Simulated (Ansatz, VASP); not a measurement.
## BN: VASP beside Ansatz

```
B N
1.0
     0.00000    1.81233    1.81233
     1.81233    0.00000    1.81233
     1.81233    1.81233    0.00000
B N
1 1
Direct
  0.00000 0.00000 0.00000
  0.25000 0.25000 0.25000
```

Alike in both runs: functional PBE; k mesh 12 × 12 × 12; occupations gaussian, width 0.02 eV; no spin polarisation.

Ansatz relaxed the structure, and its values are those at the end. VASP's run is a single point on that final structure, the one shown.

|  | VASP | Ansatz |
| --- | --- | --- |
| version | VASP 6.6.1 | Ansatz 0.2.0 |
| potentials or method | VASP PAW PBE potentials, release 64 (B, N), cutoff 600 eV | scalar-relativistic, plane waves, PAW |
| valence electrons in the cell | 8 | 8 |

```csv
,VASP,Ansatz,Ansatz less VASP
gap on the k mesh at the Fermi level (eV),4.45,4.46,+0.012
least direct gap on the mesh (eV),8.78,8.79,+0.011
pressure (GPa),0.0,0.0,+0.02
```

The functional is the same, so the differences come from potentials, cutoffs and numerics.
